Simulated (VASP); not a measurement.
# MgO (P6_3/mmc) in VASP: further runs

MgO is run at these levels: r2SCAN; tasks: relaxation of cell and atoms, single point.

Program: VASP 6.6.1. These are calculated values, not measurements. Logs are shortened: lines on timing, memory, paths and dates and some standing lists are left out, and cuts for length are marked.

## Step 1: The cell of the first run

The structure is hexagonal, space group P6_3/mmc (No. 194). Conventional cell: a = 3.486 Å, b = 3.486 Å, c = 4.178 Å, α = 90.00°, β = 90.00°, γ = 120.00°. Mg (site symmetry -6m2) has 5 O at 2.01 to 2.09 Å within 2.7 Å. Within 2.7 Å of O (site symmetry -6m2) lie 5 Mg at 2.01 to 2.09 Å.

## Step 2: Relaxation of cell and atoms, r2SCAN

POSCAR reads:

```
MgO
1.0
    3.4863778627      0.0000000000      0.0000000000
   -1.7431889314      3.0192917963      0.0000000000
    0.0000000000      0.0000000000      4.1780412200
Mg O
2 2
Direct
    0.6666666700      0.3333333300      0.7500000000
    0.3333333300      0.6666666700      0.2500000000
    0.6666666700      0.3333333300      0.2500000000
    0.3333333300      0.6666666700      0.7500000000
```

INCAR.step1 reads:

```
SYSTEM = MgO
ALGO = Normal ; EDIFF = 1E-4
ENCUT = 600 ; GGA = PE
ISMEAR = 0 ; LASPH = .True.
LCHARG = .False. ; LREAL = .False.
LWAVE = .True. ; NELM = 80
PREC = Accurate ; SIGMA = 0.02
```

INCAR.step2 reads:

```
SYSTEM = MgO
ALGO = Normal ; EDIFF = 1E-6
EDIFFG = -0.005 ; ENCUT = 600
IBRION = 2 ; ISIF = 3
ISMEAR = 0 ; ISTART = 1
LASPH = .True. ; LCHARG = .False.
LMIXTAU = .True. ; LREAL = .False.
LWAVE = .False. ; METAGGA = R2SCAN
NELM = 80 ; NSW = 100
PREC = Accurate ; SIGMA = 0.02
```

KPOINTS reads:

```
k-points
0
Gamma
  6 6 6
  0 0 0
```

Potentials or basis: VASP PAW PBE potentials, release 64 (Mg, O).

The run is started by

```console
> cat potpaw_PBE.64/Mg/POTCAR potpaw_PBE.64/O/POTCAR > POTCAR
> cp INCAR.step1 INCAR
> mpirun -np 1 vasp_std > vasp.out
> cp INCAR.step2 INCAR
> mpirun -np 1 vasp_std > vasp.out
```

OUTCAR:

```text
SYSTEM = MgO
   EDIFF = 1E-6
   EDIFFG = -0.005
   ENCUT = 600
   IBRION = 2
   ISIF = 3
   ISMEAR = 0
   ISTART = 1
   LASPH = .True.
   LREAL = .False.
   METAGGA = R2SCAN
   NELM = 80
   NSW = 100
   PREC = Accurate

 ion  position               nearest neighbor table
   1  0.667  0.333  0.750-   4 2.01   4 2.01   4 2.01   3 2.09   3 2.09   2 2.90   2 2.90   2 2.90
                             2 2.90   2 2.90   2 2.90
   2  0.333  0.667  0.250-   3 2.01   3 2.01   3 2.01   4 2.09   4 2.09   1 2.90   1 2.90   1 2.90
                             1 2.90   1 2.90   1 2.90
   3  0.667  0.333  0.250-   2 2.01   2 2.01   2 2.01   1 2.09   1 2.09
   4  0.333  0.667  0.750-   1 2.01   1 2.01   1 2.01   2 2.09   2 2.09

  LATTYP: Found a hexagonal cell.
 ALAT       =     3.4863778627
 C/A-ratio  =     1.1983902447

  Lattice vectors:

 A1 = (   3.4863778627,   0.0000000000,   0.0000000000)
 A2 = (  -1.7431889314,   3.0192917963,   0.0000000000)
 A3 = (   0.0000000000,   0.0000000000,   4.1780412200)

Analysis of symmetry for initial positions (statically):
=====================================================================
 Subroutine PRICEL returns:
 Original cell was already a primitive cell.

 Routine SETGRP: Setting up the symmetry group for a
 hexagonal supercell.

 Subroutine GETGRP returns: Found 24 space group operations
 (whereof 12 operations were pure point group operations)
 out of a pool of 24 trial point group operations.

The static configuration has the point symmetry D_3d.
 The point group associated with its full space group is D_6h.

Analysis of symmetry for dynamics (positions and initial velocities):
=====================================================================
 Subroutine PRICEL returns:
 Original cell was already a primitive cell.

 Routine SETGRP: Setting up the symmetry group for a
 hexagonal supercell.

 Subroutine GETGRP returns: Found 24 space group operations
 (whereof 12 operations were pure point group operations)
 out of a pool of 24 trial point group operations.

The dynamic configuration has the point symmetry D_3d.
 The point group associated with its full space group is D_6h.

 Subroutine INISYM returns: Found 24 space group operations
 (whereof 12 operations are pure point group operations),
 and found     1 'primitive' translations

----------------------------------------------------------------------------------------

                                     Primitive cell

  volume of cell :      43.9797

  direct lattice vectors                    reciprocal lattice vectors
     3.486377863  0.000000000  0.000000000     0.286830642  0.165601748  0.000000000
    -1.743188931  3.019291796  0.000000000     0.000000000  0.331203497  0.000000000
     0.000000000  0.000000000  4.178041220     0.000000000  0.000000000  0.239346609

  length of vectors
     3.486377863  3.486377863  4.178041220     0.331203497  0.331203497  0.239346609

  position of ions in fractional coordinates (direct lattice)
     0.666666670  0.333333330  0.750000000
     0.333333330  0.666666670  0.250000000
     0.666666670  0.333333330  0.250000000
     0.333333330  0.666666670  0.750000000

  ion indices of the primitive-cell ions
   primitive index   ion index
                 1           1
                 2           2
                 3           3
                 4           4

----------------------------------------------------------------------------------------

 KPOINTS: k-points

Automatic generation of k-mesh.
 Grid dimensions read from file:
 generate k-points for:    6    6    6

 Generating k-lattice:

  Cartesian coordinates                     Fractional coordinates (reciprocal lattice)
     0.047805107  0.027600291  0.000000000     0.166666667  0.000000000  0.000000000
     0.000000000  0.055200583  0.000000000     0.000000000  0.166666667  0.000000000
     0.000000000  0.000000000  0.039891102     0.000000000  0.000000000  0.166666667

  Length of vectors
     0.055200583  0.055200583  0.039891102

  Shift w.r.t. Gamma in fractional coordinates (k-lattice)
     0.000000000  0.000000000  0.000000000

 Subroutine IBZKPT returns following result:
 ===========================================

 Found     28 irreducible k-points:

 Following reciprocal coordinates:
            Coordinates               Weight
  0.000000  0.000000  0.000000      1.000000
  0.166667 -0.000000  0.000000      6.000000
  0.333333 -0.000000  0.000000      6.000000
  0.500000 -0.000000  0.000000      3.000000
  0.166667  0.166667  0.000000      6.000000
  0.333333  0.166667  0.000000     12.000000
[... 16 lines left out ...]
  0.166667 -0.000000  0.500000      6.000000
  0.333333 -0.000000  0.500000      6.000000
 [... further k-points ...]
   k-points           NKPTS =     28   k-points in BZ     NKDIM =     28   number of bands    NBANDS=     12
   number of dos      NEDOS =    301   number of ions     NIONS =      4
   total plane-waves  NPLWV =  28224
   dimension x,y,z NGX =    28 NGY =   28 NGZ =   36
   dimension x,y,z NGXF=    56 NGYF=   56 NGZF=   72
   ions per type =               2   2
   NGX,Y,Z   is equivalent  to a cutoff of  13.35, 13.35, 14.32 a.u.
   NGXF,Y,Z  is equivalent  to a cutoff of  26.70, 26.70, 28.65 a.u.
 SYSTEM =  MgO
   PREC   = accura    normal or accurate (medium, high low for compatibility)
   ISTART =      1    job   : 0-new  1-cont  2-samecut
   ICHARG =      0    charge: 1-file 2-atom 10-const
   ISPIN  =      1    spin polarized calculation?
   LNONCOLLINEAR =      F non collinear calculations
   LSORBIT =      F    spin-orbit coupling
   LASPH  =      T    aspherical Exc in radial PAW
   ENCUT  =  600.0 eV  44.10 Ry    6.64 a.u.   6.96  6.96  8.34*2*pi/ulx,y,z
   NELM   =     80;   NELMIN=  2; NELMDL=  0     # of ELM steps
   EDIFF  = 0.1E-05   stopping-criterion for ELM
   LREAL  =      F    real-space projection
   EDIFFG = -.5E-02   stopping-criterion for IOM
   NSW    =    100    number of steps for IOM
   IBRION =      2    ionic relax: 0-MD 1-quasi-New 2-CG
   NFREE  =      1    steps in history (QN), initial steepest desc. (CG)
   ISIF   =      3    stress and relaxation
   ISYM   =      2    0-nonsym 1-usesym 2-fastsym
   POTIM  = 0.5000    time-step for ionic-motion
   TEBEG  =    0.0;   TEEND  =   0.0 temperature during run
   PSTRESS=    0.0 pullay stress
   NELECT =      16.0000    total number of electrons
   NUPDOWN=      -1.0000    fix difference up-down
   EMIN   =  10.00;   EMAX   =-10.00  energy-range for DOS
   EFERMI =   0.00;   METHOD = LEGACY
   ISMEAR =     0;   SIGMA  =   0.02  broadening in eV -4-tet -1-fermi 0-gaus
   EFERMI_NEDOS =   21; number of points for ismear=-14 and -15
   IALGO  =     38    algorithm
   IMIX   =      4    mixing-type and parameters
     AMIX     =   0.40;   BMIX     =  1.00
     AMIX_MAG =   1.60;   BMIX_MAG =  1.00
  volume/ion in A,a.u.               =      10.99        74.20
  Fermi-wavevector in a.u.,A,eV,Ry     =   1.168685  2.208494 18.583167  1.365824
  Thomas-Fermi vector in A             =   2.305168
   LORBIT       =      0    0 simple, 1 ext, 2 COOP (PROOUT), +10 PAW based schemes
   METAGGA = R2SCAN    functional components
   LHFCALC =     F    Hartree Fock is set to
   AEXX    =    0.0000 exact exchange contribution
   IVDW    =     0    specifies the selected vdW correction
   LEPSILON=     F    determine dielectric tensor
   LRPA    =     F    only Hartree local field effects (RPA)
 conjugate gradient relaxation of ions
 non-spin polarized calculation
 Gauss-broadening in eV      SIGMA  =   0.02
  energy-cutoff  :      600.00
  volume of cell :       43.98
 maximum number of plane-waves:      1485
 NGX is ok and might be reduce to    28
   NGX = 13   NGY = 13   NGZ = 17

--------------------------------------- Ionic step        1  -------------------------------------------

 number of electron      15.9999998 magnetization

 Free energy of the ion-electron system (eV)
  ---------------------------------------------------
  ext. energy  EPLUGINS =         0.00000000
  ---------------------------------------------------
  free energy    TOTEN  =       -32.07701484 eV

  energy without entropy =      -32.07701484  energy(sigma->0) =      -32.07701484

------------------------ aborting loop because EDIFF is reached ----------------------------------------

  FORCE on cell =-STRESS in cart. coord.  units (eV):
  Direction    XX          YY          ZZ          XY          YZ          ZX
  --------------------------------------------------------------------------------------
  -------------------------------------------------------------------------------------
  Total       -0.2584440     -0.2584440     -0.2033797      0.0000000     -0.0000000      0.0000000
  in kB       -9.4150966     -9.4150966     -7.4091082      0.0000000     -0.0000000      0.0000000
  external PRESSURE =      -8.7464338 kB  Pullay stress =       0.0000000 kB
[... 137 lines left out ...]
  energy  without entropy=      -32.0778137307  energy(sigma->0) =      -32.07781373

--------------------------------------- Ionic step        5  -------------------------------------------

 number of electron      15.9999999 magnetization

 Free energy of the ion-electron system (eV)
  ---------------------------------------------------
  ext. energy  EPLUGINS =         0.00000000
  ---------------------------------------------------
  free energy    TOTEN  =       -32.07782690 eV

  energy without entropy =      -32.07782690  energy(sigma->0) =      -32.07782690

 E-fermi :   1.8004     XC(G=0): -10.5922

 val. band max:        1.6346872556   @ k =   0.0000   0.0000   0.0000
 cond. band min:       5.7541405870   @ k =   0.0000   0.0000   0.0000
 fundamental gap:      4.1194533313
 Fermi energy:         1.8003696069

 k-point     1 :       0.0000    0.0000    0.0000
  band No.  band energies     occupation
      1     -16.2859      2.00000
      2     -14.9037      2.00000
      3      -2.0662      2.00000
      4      -0.1448      2.00000
      5      -0.1448      2.00000
      6       0.7935      2.00000
      7       0.7935      2.00000
      8       1.6347      2.00000
      9       5.7541      0.00000
     10      12.0818      0.00000
     11      14.8715      0.00000
     12      15.1458      0.00000
[... 331 lines left out ...]
 k-point    24 :       0.3333   -0.0000    0.5000
  band No.  band energies     occupation
      1     -15.3893      2.00000
      2     -15.3893      2.00000
      3      -1.9851      2.00000
      4      -1.9851      2.00000
      5       0.1205      2.00000
      6       0.1205      2.00000
      7       0.7514      2.00000
      8       0.7514      2.00000
      9       9.5197      0.00000
     10       9.5197      0.00000
     11      14.8025      0.00000
     12      14.8025      0.00000

 [... further k-points ...]
[... 5 lines left out ...]
  --------------------------------------------------------------------------------------
  -------------------------------------------------------------------------------------
  Total       -0.0081983     -0.0081983      0.0114749      0.0000000     -0.0000000      0.0000000
  in kB       -0.3005683     -0.3005683      0.4206968      0.0000000     -0.0000000      0.0000000
  external PRESSURE =      -0.0601466 kB  Pullay stress =       0.0000000 kB
[... 19 lines left out ...]
  FREE ENERGIE OF THE ION-ELECTRON SYSTEM (eV)
  ---------------------------------------------------
  free  energy   TOTEN  =       -32.0778269020 eV

  energy  without entropy=      -32.0778269020  energy(sigma->0) =      -32.07782690

 reached required accuracy - stopping structural energy minimisation
```

It took 1.7 min on 1 thread of Intel Xeon 6975P-C (Granite Rapids), shared host; peak memory 0.18 GiB.

What came out:

```
Free energy                            : -32.0778 eV
Relaxed volume                         : 10.93 Å³/atom
Relaxed cell                           : a = 3.478 Å, b = 3.478 Å, c = 4.172 Å, α = 90.00°, β = 90.00°, γ = 120.00°
Space group after relaxing (to 0.05 Å) : P6_3/mmc (No. 194)
Energy gained by relaxing              : 0.2 meV/atom
Ionic steps                            : 5
Pressure after relaxing                : 0.0 GPa
Band gap on the k mesh                 : 4.12 eV, direct
```

Step by step:
```csv
step,energy change (eV),largest force (eV/Å),pressure (GPa),volume (Å³)
1,0.0000,0.0000,-0.87,43.98
2,-0.0007,0.0000,0.33,43.60
3,-0.0008,0.0000,0.02,43.69
4,-0.0008,0.0000,0.00,43.70
5,-0.0008,0.0000,-0.01,43.70
```

Final structure:
```cif
data_structure
_symmetry_space_group_name_H-M 'P 1'
_symmetry_Int_Tables_number 1
_cell_length_a 3.4778
_cell_length_b 3.4778
_cell_length_c 4.1720
_cell_angle_alpha 90.000
_cell_angle_beta 90.000
_cell_angle_gamma 120.000
_cell_volume 43.70
loop_
_atom_site_label
_atom_site_type_symbol
_atom_site_fract_x
_atom_site_fract_y
_atom_site_fract_z
_atom_site_occupancy
Mg1 Mg 0.66667 0.33333 0.75000 1
Mg2 Mg 0.33333 0.66667 0.25000 1
O1 O 0.66667 0.33333 0.25000 1
O2 O 0.33333 0.66667 0.75000 1
```

Caveat: the PAW data sets were made with another functional, which shifts forces and pressure a little. r2SCAN opens gaps a little over a GGA but as a rule still falls short of measured ones.

(Continued in part 2 of 2.)
